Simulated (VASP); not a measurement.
# Te2Mo (P6_3/mmc) in VASP: a series of runs, part 2 of 2

VASP 6.6.1. Earlier steps stand in the parts before.

## 3. Single point, PBE, collinear spin

The input, INCAR:

```
  PREC = Accurate
  ENCUT = 520
  EDIFF = 1E-6
  ISMEAR = 0
  SIGMA = 0.05
  LREAL = False
  LASPH = True
  NELM = 150
  ALGO = Normal
  ISIF = 2
  LWAVE = False
  LCHARG = False
  ISPIN = 2
  MAGMOM = 0 0 0 0 2 -2
  LORBIT = 11
  LMAXMIX = 4
  GGA = PE
  NBANDS = 39
```

The input, KPOINTS:

```
regular mesh
0
Gamma
  10 10 2
```

The input, POSCAR:

```
Te2Mo
1.0
    3.5565664135      0.0000000000      0.0000000000
   -1.7782832068      3.0800768643      0.0000000000
    0.0000000000      0.0000000000     15.3398765745
Te Mo
4 2
Direct
    0.3333333333      0.6666666667      0.6321297193
    0.6666666667      0.3333333333      0.1321297193
    0.3333333333      0.6666666667      0.8678702807
    0.6666666667      0.3333333333      0.3678702807
    0.3333333333      0.6666666667      0.2500000000
    0.6666666667      0.3333333333      0.7500000000
```

Potentials or basis: VASP PAW PBE potentials, release 64 (Te, Mo_sv).

The run is started by

```bash
$ cat potpaw_PBE.64/Te/POTCAR potpaw_PBE.64/Mo_sv/POTCAR > POTCAR
$ mpirun -np 1 vasp_std > vasp.out
```

OUTCAR:

```text
PREC = Accurate
   ENCUT = 520
   EDIFF = 1E-6
   ISMEAR = 0
   LREAL = False
   LASPH = True
   NELM = 150
   ISIF = 2
   ISPIN = 2
   LORBIT = 11
   GGA = PE

 ion  position               nearest neighbor table
   1  0.333  0.667  0.632-   6 2.74   6 2.74   6 2.74   3 3.62
   2  0.667  0.333  0.132-   5 2.74   5 2.74   5 2.74   4 3.62
   3  0.333  0.667  0.868-   6 2.74   6 2.74   6 2.74   1 3.62
   4  0.667  0.333  0.368-   5 2.74   5 2.74   5 2.74   2 3.62
   5  0.333  0.667  0.250-   2 2.74   4 2.74   2 2.74   4 2.74   2 2.74   4 2.74
   6  0.667  0.333  0.750-   1 2.74   3 2.74   1 2.74   3 2.74   1 2.74   3 2.74

  LATTYP: Found a hexagonal cell.
 ALAT       =     3.5565664135
 C/A-ratio  =     4.3131140519

  Lattice vectors:

 A1 = (   3.5565664135,   0.0000000000,   0.0000000000)
 A2 = (  -1.7782832068,   3.0800768643,   0.0000000000)
 A3 = (   0.0000000000,   0.0000000000,  15.3398765745)

Analysis of symmetry for initial positions (statically):
=====================================================================
 Subroutine PRICEL returns:
 Original cell was already a primitive cell.

 Routine SETGRP: Setting up the symmetry group for a
 hexagonal supercell.

 Subroutine GETGRP returns: Found 24 space group operations
 (whereof 12 operations were pure point group operations)
 out of a pool of 24 trial point group operations.

The static configuration has the point symmetry D_3d.
 The point group associated with its full space group is D_6h.

Analysis of symmetry for dynamics (positions and initial velocities):
=====================================================================
 Subroutine PRICEL returns:
 Original cell was already a primitive cell.

 Routine SETGRP: Setting up the symmetry group for a
 hexagonal supercell.

 Subroutine GETGRP returns: Found 24 space group operations
 (whereof 12 operations were pure point group operations)
 out of a pool of 24 trial point group operations.

The dynamic configuration has the point symmetry D_3d.
 The point group associated with its full space group is D_6h.

Analysis of structural, dynamic, and magnetic symmetry:
=====================================================================
 Subroutine PRICEL returns:
 Original cell was already a primitive cell.

 Routine SETGRP: Setting up the symmetry group for a
 hexagonal supercell.

 Subroutine GETGRP returns: Found 24 space group operations
 (whereof 12 operations were pure point group operations)
 out of a pool of 24 trial point group operations.

The overall configuration has the point symmetry D_3d.
 The point group associated with its full space group is D_6h.

 Subroutine INISYM returns: Found 24 space group operations
 (whereof 12 operations are pure point group operations),
 and found     1 'primitive' translations

----------------------------------------------------------------------------------------

                                     Primitive cell

  volume of cell :     168.0406

  direct lattice vectors                    reciprocal lattice vectors
     3.556566414  0.000000000  0.000000000     0.281170062  0.162333611  0.000000000
[... 100 lines left out ...]
   ISIF   =      2    stress and relaxation
   ISYM   =      2    0-nonsym 1-usesym 2-fastsym
   POTIM  = 0.5000    time-step for ionic-motion
   TEBEG  =    0.0;   TEEND  =   0.0 temperature during run
   PSTRESS=    0.0 pullay stress
   NELECT =      52.0000    total number of electrons
   NUPDOWN=      -1.0000    fix difference up-down
   EMIN   =  10.00;   EMAX   =-10.00  energy-range for DOS
   EFERMI =   0.00;   METHOD = LEGACY
   ISMEAR =     0;   SIGMA  =   0.05  broadening in eV -4-tet -1-fermi 0-gaus
   EFERMI_NEDOS =   21; number of points for ismear=-14 and -15
   IALGO  =     38    algorithm
   IMIX   =      4    mixing-type and parameters
     AMIX     =   0.40;   BMIX     =  1.00
     AMIX_MAG =   1.60;   BMIX_MAG =  1.00
  volume/ion in A,a.u.               =      28.01       189.00
  Fermi-wavevector in a.u.,A,eV,Ry     =   1.107315  2.092522 16.682735  1.226146
  Thomas-Fermi vector in A             =   2.243828
   LORBIT       =     11    0 simple, 1 ext, 2 COOP (PROOUT), +10 PAW based schemes
   GGA     = PE    functional components
   LHFCALC =     F    Hartree Fock is set to
   AEXX    =    0.0000 exact exchange contribution
   IVDW    =     0    specifies the selected vdW correction
   LEPSILON=     F    determine dielectric tensor
   LRPA    =     F    only Hartree local field effects (RPA)
 spin polarized calculation
 Gauss-broadening in eV      SIGMA  =   0.05
  energy-cutoff  :      520.00
  volume of cell :      168.04
 maximum number of plane-waves:      4581
 NGX is ok and might be reduce to    28
   NGX = 13   NGY = 13   NGZ = 57

 number of electron      52.0000000 magnetization       0.0000000

 number of electron      52.0000000 magnetization      -0.0000000

 Free energy of the ion-electron system (eV)
  ---------------------------------------------------
  ext. energy  EPLUGINS =         0.00000000
  ---------------------------------------------------
  free energy    TOTEN  =       -36.07550064 eV

  energy without entropy =      -36.07550064  energy(sigma->0) =      -36.07550064

 E-fermi :   6.8886     XC(G=0):  -9.7248

 val. band max:        6.5468546474   @ k =   0.3000   0.3000   0.0000
 cond. band min:       7.6013869464   @ k =   0.2000   0.2000   0.0000
 fundamental gap:      1.0545322990
 Fermi energy:         6.8886088534

 spin component 1

 k-point     1 :       0.0000    0.0000    0.0000
  band No.  band energies     occupation
      1     -54.1047      1.00000
      2     -54.1046      1.00000
      3     -28.2495      1.00000
      4     -28.2494      1.00000
      5     -28.1473      1.00000
      6     -28.1473      1.00000
[... 973 lines left out ...]
     37      13.0483      0.00000
     38      13.0483      0.00000

 [... further k-points ...]

 spin component 2

 k-point     1 :       0.0000    0.0000    0.0000
  band No.  band energies     occupation
      1     -54.1047      1.00000
      2     -54.1046      1.00000
      3     -28.2495      1.00000
      4     -28.2494      1.00000
      5     -28.1473      1.00000
      6     -28.1473      1.00000
[... 973 lines left out ...]
     37      13.0483      0.00000
     38      13.0483      0.00000

 [... further k-points ...]

 [bands above 38 left out]

------------------------ aborting loop because EDIFF is reached ----------------------------------------

  FORCE on cell =-STRESS in cart. coord.  units (eV):
  Direction    XX          YY          ZZ          XY          YZ          ZX
  --------------------------------------------------------------------------------------
  -------------------------------------------------------------------------------------
  Total       -0.0139294     -0.0139294      0.0634763      0.0000000      0.0000000      0.0000000
  in kB       -0.1328091     -0.1328091      0.6052123      0.0000000      0.0000000      0.0000000
  external PRESSURE =       0.1131980 kB  Pullay stress =       0.0000000 kB

 VOLUME and BASIS-vectors are now :
 -----------------------------------------------------------------------------
  energy-cutoff  :      520.00
  volume of cell :      168.04
      direct lattice vectors                 reciprocal lattice vectors
     3.556566414  0.000000000  0.000000000     0.281170062  0.162333611  0.000000000
    -1.778283207  3.080076864  0.000000000     0.000000000  0.324667222  0.000000000
     0.000000000  0.000000000 15.339876574     0.000000000  0.000000000  0.065189573

 POSITION                                       TOTAL-FORCE (eV/Angst)
 -----------------------------------------------------------------------------------
     -0.00000      2.05338      9.69679        -0.000000      0.000000     -0.012600
      1.77828      1.02669      2.02685        -0.000000     -0.000000     -0.012600
     -0.00000      2.05338     13.31302        -0.000000      0.000000      0.012600
      1.77828      1.02669      5.64308        -0.000000     -0.000000      0.012600
     -0.00000      2.05338      3.83497        -0.000000     -0.000000      0.000000
      1.77828      1.02669     11.50491         0.000000      0.000000      0.000000
 -----------------------------------------------------------------------------------
    total drift:                                0.000000     -0.000000      0.000000

  FREE ENERGIE OF THE ION-ELECTRON SYSTEM (eV)
  ---------------------------------------------------
  free  energy   TOTEN  =       -36.0755006353 eV

  energy  without entropy=      -36.0755006353  energy(sigma->0) =      -36.07550064

 total charge

# of ion       s       p       d       tot
------------------------------------------
    1        1.384   1.971   0.059   3.414
    2        1.384   1.971   0.059   3.414
    3        1.384   1.971   0.059   3.414
    4        1.384   1.971   0.059   3.414
    5        2.250   6.140   3.956  12.346
    6        2.250   6.140   3.956  12.346
--------------------------------------------------
tot         10.037  20.163   8.147  38.347

 magnetization (x)

# of ion       s       p       d       tot
------------------------------------------
    1        0.000  -0.000  -0.000  -0.000
    2       -0.000   0.000   0.000   0.000
    3        0.000  -0.000  -0.000  -0.000
    4       -0.000   0.000   0.000   0.000
    5        0.000   0.000  -0.000  -0.000
    6       -0.000  -0.000   0.000   0.000
--------------------------------------------------
tot          0.000   0.000   0.000   0.000
```

Wall time 10 min (1 thread of Intel Xeon Platinum 8259CL at 2.50GHz (Skylake/Cascade Lake), shared host); peak memory 0.52 GiB.

Results:

```
Free energy                                           : -36.0755 eV
Pressure                                              : 0.0 GPa
Largest force                                         : 0.013 eV/Å
Band gap on the k mesh                                : 1.05 eV (least direct gap 1.18 eV)
Net moment                                            : 0.00 μB per cell
Valence electrons inside the program's atomic spheres : Te 3.41; Mo 12.35
```

Forces on the atoms (eV/Å):
```
Te   0.000  0.000 -0.013
Te   0.000  0.000 -0.013
Te   0.000  0.000  0.013
Te   0.000  0.000  0.013
Mo   0.000  0.000  0.000
Mo   0.000  0.000  0.000
```

Caveat: spin-orbit coupling is left out, which moves the levels of the heavy elements; this functional lacks dispersion, which binds layers or chains, so the pressure and a relaxed spacing across them are unreliable.

## 4. Comparison with measurements

Step 2. A measured gap of Te2Mo is 0.88 eV (indirect; 300 K; quoted in “Broadband infrared study of pressure-tunable Fano resonance and metallization transition in 2H-MoTe2”, 2022, pmc:9569381); the calculated 1.05 eV misses it by +0.17 eV. Spin-orbit coupling on Mo, Te is left out. The value is that of PBE on a finite k mesh, which can miss the band edges, without temperature or zero-point motion.

Step 3. Against the measured gap of Te2Mo, 0.88 eV (indirect; 300 K; quoted in “Broadband infrared study of pressure-tunable Fano resonance and metallization transition in 2H-MoTe2”, 2022, pmc:9569381), the calculated 1.05 eV is off by +0.17 eV. Spin-orbit coupling on Mo, Te is left out. The value is that of PBE on a finite k mesh, which can miss the band edges, without temperature or zero-point motion.
